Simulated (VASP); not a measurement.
**ZnS: single point with r2SCAN**

Crystal: ZnS.

```
CELL_PARAMETERS angstrom
-3.80874 0.00000 0.00000
-1.90437 -3.29846 0.00000
-4.28483 -2.47385 12.46647
ATOMIC_POSITIONS crystal
Zn 0.50780 0.50780 0.65626
Zn 0.88280 0.88280 0.15626
Zn 0.65367 0.65367 0.90622
Zn 0.36200 0.36200 0.40622
S 0.36746 0.36746 0.84339
S 0.74246 0.74246 0.34339
S 0.26304 0.26304 0.09373
S 0.22137 0.22137 0.59373
```

This cell differs from its parent crystal: the part above a cut slid along it.

* Program: VASP 6.6.1
* Task: single point
* Functional: r2SCAN
* Potentials or basis: VASP PAW PBE potentials, release 64 (Zn, S)
* Cutoff: 520 eV
* k mesh: 7 × 7 × 2
* Occupations: gaussian, width 0.05 eV
* Spin: no spin polarisation
* Dipole correction: no
* Further INCAR settings: ALGO = Normal; EDIFF = 1e-07; NBANDS = 46

```yaml
Pressure: -0.3 GPa
Largest_force: 0.802 eV/Å
Band_gap_on_the_k_mesh: 1.87 eV
```

Forces on the atoms (eV/Å):
```
Zn   0.040  0.023 -0.187
Zn   0.146  0.084  0.127
Zn   0.239  0.138  0.109
Zn   0.017  0.010 -0.196
S    0.278  0.161 -0.204
S   -0.045 -0.026  0.212
S   -0.695 -0.401 -0.008
S    0.020  0.012  0.148
```

Stress tensor (GPa, compression positive):
```
-1.35 -0.07 -1.93
-0.07 -1.28 -1.12
-1.93 -1.12  1.87
```

Levels at points of the mesh, in eV from the valence-band top:
```csv
k point,band 34,band 35,band 36,band 37,band 38,band 39
"(0.00, 0.00, 0.00)",-0.25,-0.17,0.00,1.87,3.37,3.68
"(0.00, 0.00, 0.50)",-0.56,-0.19,-0.15,2.26,3.33,3.55
```

It took 30 min on 1 thread of Oxide Virtual Turin-like Processor (shared host), peak memory 0.36 GiB.

Caveat: the cell differs from its parent crystal (the part above a cut slid along it); the PAW data sets were made with another functional, which shifts forces and pressure a little. A k mesh can miss the band edges.
